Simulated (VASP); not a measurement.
Write the native input for VASP 6.6.1 that does the following.

```
Task                   : single point
Functional             : PBEsol
Potentials or basis    : VASP PAW PBE potentials, release 64 (Rh_pv)
Cutoff                 : 520 eV
k mesh                 : 18 × 18 × 6
Occupations            : gaussian, width 0.15 eV
Spin                   : no spin polarisation
Dipole correction      : no
Further INCAR settings : ALGO = Fast; EDIFF = 1e-06; NBANDS = 38
```

The structure of Rh lies in POSCAR:

```
Rh
1.0
    2.6488000000      0.0000000000      0.0000000000
   -1.3244000000      2.2939280895      0.0000000000
    0.0000000000      0.0000000000      8.2620000000
Rh
4
Direct
    0.0000000000      0.0000000000      0.0000000000
    0.3333333333      0.6666666667      0.2500000000
    0.0000000000      0.0000000000      0.5000000000
    0.6666666667      0.3333333333      0.7500000000
```

This isn't the form of Rh at room conditions, which is fcc.

These files were run (other wordings do the same):

INCAR

```
PREC = Accurate ; ENCUT = 520
EDIFF = 1E-6 ; ISMEAR = 0
SIGMA = 0.15 ; LREAL = F
LASPH = T ; NELM = 60
ALGO = Fast ; ISIF = 2
LWAVE = F ; LCHARG = T
GGA = PS ; LELF = T
LVHAR = T ; NBANDS = 38
```

KPOINTS

```
Automatic mesh
0
Gamma
  18 18 6
```

Potentials or basis: VASP PAW PBE potentials, release 64 (Rh_pv).

Command:

```sh
$ cat potpaw_PBE.64/Rh_pv/POTCAR > POTCAR
$ mpirun -np 1 vasp_std > vasp.out
```

Results of the run:

| Item | Value |
| --- | --- |
| Pressure | 27.7 GPa |
| Band gap on the k mesh | zero (bands 30 and 31 overlap by 2.19 eV) |

Caveat: the cell stands under pressure; the PAW data sets were made with another functional, which shifts forces and pressure a little.

Wall time 4.8 min on 1 thread of Intel(R) Xeon(R) Platinum 8375C CPU @ 2.90GHz (Ice Lake) (shared host), peak memory 0.31 GiB.
